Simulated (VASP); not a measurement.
# NaMo6Se8 in VASP: notebook

NaMo6Se8 is run at these levels: PBE; tasks: single point.

All numbers are computed with VASP 6.6.1; they aren't measurements. Logs are shortened: lines on timing, memory, paths and dates and some standing lists are left out, and cuts for length are marked.

## Step 1: The cell of the first run

The cell holds a disordered packing, 15 atoms: a = 7.676 Å, b = 7.265 Å, c = 6.280 Å, α = 96.45°, β = 113.20°, γ = 83.58°.

## Step 2: Single point, PBE

INCAR

```
PREC = Accurate
ENCUT = 520
EDIFF = 1E-6
ISMEAR = -1
SIGMA = 0.1
LREAL = Auto
LASPH = T
NELM = 80
ALGO = Normal
ISIF = 2
LWAVE = F
LCHARG = F
GGA = PE
NBANDS = 82
```

KPOINTS

```
regular mesh
0
Gamma
  2 2 3
```

POSCAR

```
NaMo6Se8
1.0
    7.5171070000      0.4943190000     -1.4734760000
    0.4604410000      7.2299700000      0.5423670000
   -1.2685090000     -1.0822340000      6.0542140000
Mo Na Se
6 1 8
Direct
    0.8981379679      0.4571545228      0.6945255343
    0.8465690639      0.0622087365      0.7818452126
    0.1930059706      0.8925205534      0.7957173252
    0.4887612638      0.5361588432      0.4985902594
    0.8074975089      0.7832343550      0.3737170064
    0.1112975688      0.7616394575      0.1647018405
    0.4916228544      0.1527529366      0.1545974961
    0.3895375980      0.5950441482      0.0292221240
   -0.0094547077      0.0598582750      0.3743135875
    0.1325537783      0.5865203787      0.5441222449
    0.4189143818      0.9048172122      0.5058893344
    0.3301177492      0.2500807872      0.6624658485
    0.7390139837      0.4283225044      0.1534340175
    0.1073327978      0.3727245985      0.1332089978
    0.7241927698      0.7429442727      0.8649174293
```

Potentials or basis: VASP PAW PBE potentials, release 64 (Mo_sv, Na_pv, Se).

On the command line:

```console
$ cat potpaw_PBE.64/Mo_sv/POTCAR potpaw_PBE.64/Na_pv/POTCAR potpaw_PBE.64/Se/POTCAR > POTCAR
$ mpirun -np 1 vasp_std > vasp.out
```

OUTCAR:

```text
PREC = Accurate
   ENCUT = 520
   EDIFF = 1E-6
   ISMEAR = -1
   LREAL = Auto
   LASPH = T
   NELM = 80
   ISIF = 2
   GGA = PE

 ion  position               nearest neighbor table
   1  0.898  0.457  0.695-  10 2.63  14 2.69  15 2.69   4 2.90   2 3.08  13 3.12   5 3.12   6 3.44

   2  0.847  0.062  0.782-  15 2.77   3 2.78   5 3.02   1 3.08   6 3.32
   3  0.193  0.893  0.796-  10 2.55   8 2.71   2 2.78   9 2.82   6 2.91  11 2.98   7 3.14   5 3.21

   4  0.489  0.536  0.499-  11 2.67  15 2.71   8 2.81  10 2.84   1 2.90  12 2.98   6 3.22
   5  0.807  0.783  0.374-   9 2.58  10 2.62  13 2.79  15 2.99   2 3.02   6 3.08   1 3.12   3 3.21

   6  0.111  0.762  0.165-   9 2.68  11 2.70   8 2.72  10 2.77  14 2.81  15 2.83   3 2.91   5 3.08
                             4 3.22   2 3.32   1 3.44
   7  0.492  0.153  0.155-   3 3.14
   8  0.390  0.595  0.029-  13 2.67   3 2.71   6 2.72   4 2.81
   9  0.991  0.060  0.374-   5 2.58   6 2.68   3 2.82
  10  0.133  0.587  0.544-   3 2.55   5 2.62   1 2.63  12 2.74   6 2.77   4 2.84
  11  0.419  0.905  0.506-   4 2.67   6 2.70  12 2.70  15 2.79   3 2.98
  12  0.330  0.250  0.662-  11 2.70  10 2.74   4 2.98
  13  0.739  0.428  0.153-   8 2.67   5 2.79   1 3.12
  14  0.107  0.373  0.133-   1 2.69   6 2.81
  15  0.724  0.743  0.865-   1 2.69   4 2.71   2 2.77  11 2.79   6 2.83   5 2.99

  LATTYP: Found a triclinic cell.
 ALAT       =     6.2796379411
 B/A-ratio  =     2.8147603494
 C/A-ratio  =     1.2373415165
 COS(alpha) =     0.0150358823
 COS(beta)  =     0.4189651588
 COS(gamma) =     0.8354646848

  Lattice vectors:

 A1 = (   1.2685090000,   1.0822340000,  -6.0542140000)
 A2 = (   9.5936840000,  -4.5711830000, -14.1242710000)
 A3 = (  -6.2485980000,   0.5879150000,  -4.5807380000)

Analysis of symmetry for initial positions (statically):
=====================================================================
 Subroutine PRICEL returns:
 Original cell was already a primitive cell.

 Routine SETGRP: Setting up the symmetry group for a
 triclinic supercell.

 Subroutine GETGRP returns: Found  1 space group operations
 (whereof  1 operations were pure point group operations)
 out of a pool of  2 trial point group operations.

The static configuration has the point symmetry C_1 .

Analysis of symmetry for dynamics (positions and initial velocities):
=====================================================================
 Subroutine PRICEL returns:
 Original cell was already a primitive cell.

 Routine SETGRP: Setting up the symmetry group for a
 triclinic supercell.

 Subroutine GETGRP returns: Found  1 space group operations
 (whereof  1 operations were pure point group operations)
 out of a pool of  2 trial point group operations.

The dynamic configuration has the point symmetry C_1 .

 Subroutine INISYM returns: Found  1 space group operations
 (whereof  1 operations are pure point group operations),
 and found     1 'primitive' translations

----------------------------------------------------------------------------------------

                                     Primitive cell

  volume of cell :     318.9520

  direct lattice vectors                    reciprocal lattice vectors
     7.517107000  0.494319000 -1.473476000     0.139076574 -0.010896955  0.027192106
     0.460441000  7.229970000  0.542367000    -0.004383315  0.136826403  0.023540283
    -1.268509000 -1.082234000  6.054214000     0.034241168 -0.014909702  0.169683372

  length of vectors
     7.676091482  7.264890507  6.279637941     0.142128279  0.138905805  0.173744650

  position of ions in fractional coordinates (direct lattice)
     0.898137968  0.457154523  0.694525534
     0.846569064  0.062208736  0.781845213
     0.193005971  0.892520553  0.795717325
     0.488761264  0.536158843  0.498590259
     0.807497509  0.783234355  0.373717006
     0.111297569  0.761639458  0.164701841
     0.491622854  0.152752937  0.154597496
     0.389537598  0.595044148  0.029222124
     0.990545292  0.059858275  0.374313587
     0.132553778  0.586520379  0.544122245
[... 30 lines left out ...]
 generate k-points for:    2    2    3

 Generating k-lattice:

  Cartesian coordinates                     Fractional coordinates (reciprocal lattice)
     0.069538287 -0.005448478  0.013596053     0.500000000 -0.000000000 -0.000000000
    -0.002191658  0.068413201  0.011770141    -0.000000000  0.500000000  0.000000000
     0.011413723 -0.004969901  0.056561124    -0.000000000  0.000000000  0.333333333

  Length of vectors
     0.071064140  0.069452903  0.057914883

  Shift w.r.t. Gamma in fractional coordinates (k-lattice)
     0.000000000  0.000000000  0.000000000

 Subroutine IBZKPT returns following result:
 ===========================================

 Found      8 irreducible k-points:

 Following reciprocal coordinates:
            Coordinates               Weight
  0.000000  0.000000  0.000000      1.000000
  0.500000  0.000000  0.000000      1.000000
[... 23 lines left out ...]
   NELM   =     80;   NELMIN=  2; NELMDL= -5     # of ELM steps
   EDIFF  = 0.1E-05   stopping-criterion for ELM
   LREAL  =      T    real-space projection
   EDIFFG = 0.1E-04   stopping-criterion for IOM
   NSW    =      0    number of steps for IOM
   IBRION =     -1    ionic relax: 0-MD 1-quasi-New 2-CG
   NFREE  =      0    steps in history (QN), initial steepest desc. (CG)
   ISIF   =      2    stress and relaxation
   ISYM   =      2    0-nonsym 1-usesym 2-fastsym
   POTIM  = 0.5000    time-step for ionic-motion
   TEBEG  =    0.0;   TEEND  =   0.0 temperature during run
   PSTRESS=    0.0 pullay stress
   NELECT =     139.0000    total number of electrons
   NUPDOWN=      -1.0000    fix difference up-down
   EMIN   =  10.00;   EMAX   =-10.00  energy-range for DOS
   EFERMI =   0.00;   METHOD = LEGACY
   ISMEAR =    -1;   SIGMA  =   0.10  broadening in eV -4-tet -1-fermi 0-gaus
   EFERMI_NEDOS =   21; number of points for ismear=-14 and -15
   IALGO  =     38    algorithm
   IMIX   =      4    mixing-type and parameters
     AMIX     =   0.40;   BMIX     =  1.00
     AMIX_MAG =   1.60;   BMIX_MAG =  1.00
  volume/ion in A,a.u.               =      21.26       143.49
  Fermi-wavevector in a.u.,A,eV,Ry     =   1.241189  2.345507 20.960463  1.540551
  Thomas-Fermi vector in A             =   2.375598
   LORBIT       =      0    0 simple, 1 ext, 2 COOP (PROOUT), +10 PAW based schemes
   GGA     = PE    functional components
   LHFCALC =     F    Hartree Fock is set to
   AEXX    =    0.0000 exact exchange contribution
   IVDW    =     0    specifies the selected vdW correction
   LEPSILON=     F    determine dielectric tensor
   LRPA    =     F    only Hartree local field effects (RPA)
 non-spin polarized calculation
  energy-cutoff  :      520.00
  volume of cell :      318.95
 maximum number of plane-waves:      8595
 NGX is ok and might be reduce to    60
   NGX = 29   NGY = 27   NGZ = 23

 number of electron     139.0000002 magnetization

 Free energy of the ion-electron system (eV)
  ---------------------------------------------------
  ext. energy  EPLUGINS =         0.00000000
  ---------------------------------------------------
  free energy    TOTEN  =       -87.49227581 eV

  energy without entropy =      -87.00477319  energy(sigma->0) =      -87.24852450

 E-fermi :   6.3990     XC(G=0): -10.5821

 val. band max:        6.3877833711   @ k =   0.5000   0.5000   0.0000
 cond. band min:       6.4060973883   @ k =   0.5000   0.5000   0.3333
 fundamental gap:      0.0183140172
 Fermi energy:         6.3989626229

 k-point     1 :       0.0000    0.0000    0.0000
  band No.  band energies     occupation
      1     -54.9112      2.00000
      2     -54.8723      2.00000
      3     -54.8362      2.00000
      4     -54.8135      2.00000
      5     -54.7747      2.00000
      6     -54.7178      2.00000
[... 661 lines left out ...]
     80       7.6668      0.00001
     81       7.7553      0.00000
 [bands above 81 left out]

------------------------ aborting loop because EDIFF is reached ----------------------------------------

  FORCE on cell =-STRESS in cart. coord.  units (eV):
  Direction    XX          YY          ZZ          XY          YZ          ZX
  --------------------------------------------------------------------------------------
  -------------------------------------------------------------------------------------
  Total      -17.8068622    -17.8799776    -19.1073497     -2.2154495      0.4272998      1.5347092
  in kB      -89.4484109    -89.8156884    -95.9810911    -11.1287681      2.1464360      7.7092355
  external PRESSURE =     -91.7483968 kB  Pullay stress =       0.0000000 kB

 VOLUME and BASIS-vectors are now :
 -----------------------------------------------------------------------------
  energy-cutoff  :      520.00
  volume of cell :      318.95
      direct lattice vectors                 reciprocal lattice vectors
     7.517107000  0.494319000 -1.473476000     0.139076574 -0.010896955  0.027192106
     0.460441000  7.229970000  0.542367000    -0.004383315  0.136826403  0.023540283
    -1.268509000 -1.082234000  6.054214000     0.034241168 -0.014909702  0.169683372

 POSITION                                       TOTAL-FORCE (eV/Angst)
 -----------------------------------------------------------------------------------
      6.08088      2.99754      3.12937        -0.764506      0.502648     -0.251652
      5.40062      0.02210      3.51980         2.020893     -1.439412     -0.847114
      0.85243      5.68715      5.01713        -2.608761     -0.585206     -0.814026
      3.28847      3.57842      2.58919         0.764928      0.691159     -0.346677
      5.95662      5.65747      1.49754         0.545793     -0.798738      0.480077
      0.97840      5.38340      1.24623        -0.021728      0.479365     -0.840809
      3.56981      1.18011      0.29442         0.169079     -0.075195      0.290912
      3.16511      4.46308     -0.07432        -0.071801      1.127379      1.879474
      6.99878      0.51732      0.83909        -1.274866     -1.271881      0.126922
      0.57625      3.71718      3.41703        -1.040130      1.632722      0.402965
      2.92391      6.20139      2.93625        -0.343646     -0.729382     -1.254575
      1.75633      1.25432      3.65993         1.001159     -0.060185      0.598411
      5.55783      3.29602      0.07231         0.287216     -0.025333      1.786004
      0.80947      2.60368      0.85048        -0.494320      0.317905     -1.813002
      4.68876      4.79340      4.57226         1.830690      0.234153      0.603089
 -----------------------------------------------------------------------------------
    total drift:                               -0.010630     -0.002521      0.024684

  FREE ENERGIE OF THE ION-ELECTRON SYSTEM (eV)
  ---------------------------------------------------
  free  energy   TOTEN  =       -87.4922758083 eV

  energy  without entropy=      -87.0047731927  energy(sigma->0) =      -87.24852450
```

Run time: 11 min. Hardware: 1 thread of Intel Xeon Platinum 8259CL at 2.50GHz (Skylake/Cascade Lake), shared host; peak memory 0.45 GiB.

Results:

* Free energy: -87.4923 eV
* Pressure: -9.2 GPa
* Largest force: 2.795 eV/Å
* Band gap on the k mesh: zero (an odd number of electrons rules out a gap without spin polarisation)

Forces in eV/Å, atoms in the order of the input:
```
Mo  -0.765  0.503 -0.252
Mo   2.021 -1.439 -0.847
Mo  -2.609 -0.585 -0.814
Mo   0.765  0.691 -0.347
Mo   0.546 -0.799  0.480
Mo  -0.022  0.479 -0.841
Na   0.169 -0.075  0.291
Se  -0.072  1.127  1.879
Se  -1.275 -1.272  0.127
Se  -1.040  1.633  0.403
Se  -0.344 -0.729 -1.255
Se   1.001 -0.060  0.598
Se   0.287 -0.025  1.786
Se  -0.494  0.318 -1.813
Se   1.831  0.234  0.603
```

Caveat: the k points lie up to 0.45 Å⁻¹ apart, too coarse for converged energies and pressures of a metal.

## Step 3: Single point, PBE

INCAR

```
PREC     = Accurate       # precision mode
ENCUT    = 520            # plane-wave cutoff, eV
EDIFF    = 1E-6           # SCF threshold, eV
ISMEAR   = -1             # smearing method
SIGMA    = 0.1            # smearing width, eV
LREAL    = Auto         
LASPH    = T              # aspherical terms in the spheres
NELM     = 60             # most SCF steps
ALGO     = Normal         # electronic algorithm
ISIF     = 2              # what is computed and relaxed
LWAVE    = F              # write WAVECAR
LCHARG   = F              # write CHGCAR
GGA      = PE             # functional
NBANDS   = 82             # bands
```

KPOINTS

```
Automatic mesh
0
Gamma
  2 2 3
```

POSCAR

```
NaMo6Se8
1.0
    7.5171070000      0.4943190000     -1.4734760000
    0.4604410000      7.2299700000      0.5423670000
   -1.2685090000     -1.0822340000      6.0542140000
Mo Na Se
6 1 8
Direct
    0.8889889149      0.4684740544      0.6741429958
    0.8813318730      0.0363938755      0.7869413810
    0.1392434291      0.8859290292      0.7767109292
    0.5078743897      0.5508054328      0.5133046229
    0.8222281099      0.7716071439      0.3824011068
    0.1050601648      0.7641711939      0.1471706143
    0.5285161662      0.1131947018      0.1923187412
    0.3911919736      0.6415772049      0.0761873764
   -0.0432360704      0.0242932165      0.3472962550
    0.1135230256      0.6246769802      0.5514975642
    0.4029592742      0.8820066735      0.4646936012
    0.3560549142      0.2518221799      0.6958509115
    0.7447662731      0.4316986097      0.1936190477
    0.0869987268      0.3780549310      0.0693426128
    0.7698689492      0.7365742217      0.8926418638
```

Potentials or basis: VASP PAW PBE potentials, release 64 (Mo_sv, Na_pv, Se).

On the command line:

```console
$ cat potpaw_PBE.64/Mo_sv/POTCAR potpaw_PBE.64/Na_pv/POTCAR potpaw_PBE.64/Se/POTCAR > POTCAR
$ mpirun -np 1 vasp_std > vasp.out
```

It took 12 min on 1 thread of Intel Xeon Platinum 8259CL at 2.50GHz (Skylake/Cascade Lake), shared host; peak memory 0.45 GiB.

It converged, with:

| Item | Value |
| --- | --- |
| Free energy | -89.5875 eV |
| Pressure | 3.3 GPa |
| Largest force | 6.290 eV/Å |
| Band gap on the k mesh | zero (an odd number of electrons rules out a gap without spin polarisation) |

Forces in eV/Å, atoms in the order of the input:
```
Mo  -0.287  0.023 -0.774
Mo  -1.627  0.119  1.074
Mo   2.334  3.566  2.407
Mo   1.114 -0.490 -0.413
Mo  -4.722 -1.695 -0.817
Mo   0.160 -0.649 -0.731
Na  -0.221  0.382 -0.057
Se   1.094 -0.054 -0.228
Se   1.193  3.197 -0.325
Se   2.253 -5.390 -2.333
Se   0.336  1.104  1.042
Se   0.593  0.339 -0.123
Se   0.020 -0.615  1.929
Se  -0.510 -0.687 -0.098
Se  -1.730  0.848 -0.552
```

Stress tensor (GPa, compression positive):
```
 5.49 -2.37  1.03
-2.37  4.34  3.43
 1.03  3.43 -0.04
```

Levels at points of the mesh, in eV from the Fermi level:
```csv
k point,band 65,band 66,band 67,band 68,band 69,band 70,band 71,band 72,band 73,band 74
"(0.00, 0.00, 0.00)",-0.71,-0.60,-0.54,-0.39,-0.32,-0.19,0.09,0.24,0.38,0.39
"(0.50, 0.00, 0.00)",-0.97,-0.74,-0.64,-0.41,-0.34,0.04,0.16,0.23,0.37,0.52
"(0.00, 0.50, 0.00)",-0.92,-0.89,-0.46,-0.45,-0.20,-0.06,0.00,0.28,0.36,0.59
"(0.50, 0.50, 0.00)",-0.93,-0.77,-0.67,-0.51,-0.28,-0.10,0.08,0.14,0.46,0.63
```

Caveat: the k points lie up to 0.45 Å⁻¹ apart, too coarse for converged energies and pressures of a metal.

## Step 4: Single point, PBE

INCAR

```
PREC = Accurate
ENCUT = 520
EDIFF = 1E-7
ISMEAR = -1
SIGMA = 0.1
LREAL = Auto
LASPH = True
NELM = 60
ALGO = Normal
ISIF = 2
LWAVE = False
LCHARG = True
GGA = PE
LELF = True
LVHAR = True
NBANDS = 82
```

KPOINTS is that of step 3.

POSCAR

```
NaMo6Se8
1.0
    7.5171070000      0.4943190000     -1.4734760000
    0.4604410000      7.2299700000      0.5423670000
   -1.2685090000     -1.0822340000      6.0542140000
Mo Na Se
6 1 8
Direct
    0.8756607961      0.4789443713      0.6460841235
    0.8869944588      0.0231368845      0.8041617565
    0.1229634485      0.9053169426      0.7768832843
    0.5384124478      0.5587375362      0.5263160534
    0.7936795783      0.7458107736      0.3726037201
    0.1012172617      0.7584041378      0.1263162863
    0.5516157867      0.0939614651      0.2221439521
    0.4089498863      0.6863172462      0.1222700448
   -0.0677310492      0.0218702348      0.3158932325
    0.1206568618      0.6016718715      0.5414702920
    0.3930383747      0.8773669894      0.4407349509
    0.3914577692      0.2569152905      0.7297727257
    0.7538086719      0.4281094416      0.2606426785
    0.0617024817      0.3730000009      0.0042417124
    0.7848652392      0.7395938340      0.9018133162
```

On the command line:

```console
$ cat potpaw_PBE.64/Mo_sv/POTCAR potpaw_PBE.64/Na_pv/POTCAR potpaw_PBE.64/Se/POTCAR > POTCAR
$ mpirun -np 1 vasp_std > vasp.out
```

Wall time 15 min (1 thread of Intel Xeon Platinum 8259CL at 2.50GHz (Skylake/Cascade Lake), shared host); peak memory 0.45 GiB.

Results (log left out):

- Free energy: -88.7497 eV
- Pressure: 11.6 GPa
- Largest force: 6.590 eV/Å
- Band gap on the k mesh: zero (an odd number of electrons rules out a gap without spin polarisation)

Forces on the atoms (eV/Å):
```
Mo   1.265 -0.704  3.352
Mo  -5.382  2.855  2.511
Mo   5.601 -0.350 -2.663
Mo  -0.807 -1.181 -0.117
Mo  -0.354  2.390 -0.285
Mo   0.307 -0.706  1.483
Na  -0.644  0.903 -0.262
Se   1.995 -1.120 -2.884
Se   1.098  0.536  0.219
Se   1.389 -0.326 -0.439
Se   0.362  2.376  2.853
Se   0.826 -0.149 -0.274
Se  -1.856 -2.237 -4.445
Se   0.956 -2.105  2.072
Se  -4.756 -0.182 -1.124
```

Stress tensor (GPa, compression positive):
```
15.42 -4.84  2.60
-4.84  8.40  1.81
 2.60  1.81 11.07
```

Levels at points of the mesh, in eV from the Fermi level:
```csv
k point,band 66,band 67,band 68,band 69,band 70,band 71,band 72,band 73,band 74,band 75
"(0.00, 0.00, 0.00)",-0.79,-0.50,-0.39,-0.22,-0.06,-0.04,0.30,0.41,0.57,0.86
"(0.50, 0.00, 0.00)",-1.11,-0.65,-0.50,-0.31,0.00,0.13,0.27,0.35,0.57,0.78
"(0.00, 0.50, 0.00)",-0.97,-0.67,-0.41,-0.15,-0.01,0.07,0.28,0.56,0.61,0.84
"(0.50, 0.50, 0.00)",-0.86,-0.63,-0.57,-0.34,-0.07,0.18,0.37,0.41,0.62,0.77
```

Caveat: the k points lie up to 0.45 Å⁻¹ apart, too coarse for converged energies and pressures of a metal; atoms lie so close that the PAW spheres overlap strongly, which falsifies energies and pressures.

## Step 5: Summary

| cell | gap on the mesh (eV) | pressure (GPa) | largest force (eV/Å) |
| --- | --- | --- | --- |
| as given, atomic positions A | none | -9.2 | 2.79 |
| as given, atomic positions B | none | 3.3 | 6.29 |
| as given, atomic positions C | none | 11.6 | 6.59 |

Alike in all rows: task single point; level PBE; potentials or basis VASP PAW PBE potentials, release 64 (Mo_sv, Na_pv, Se); no spin polarisation; k mesh 2 × 2 × 3; cutoff (eV) 520; smearing fermi-dirac 0.1 eV.

Caveats: all runs use coarse meshes; atoms lie so close that the PAW spheres overlap strongly, which falsifies energies and pressures (at least some runs).

Total energies depend on the potentials used, so only differences within one code and one set of settings carry meaning.
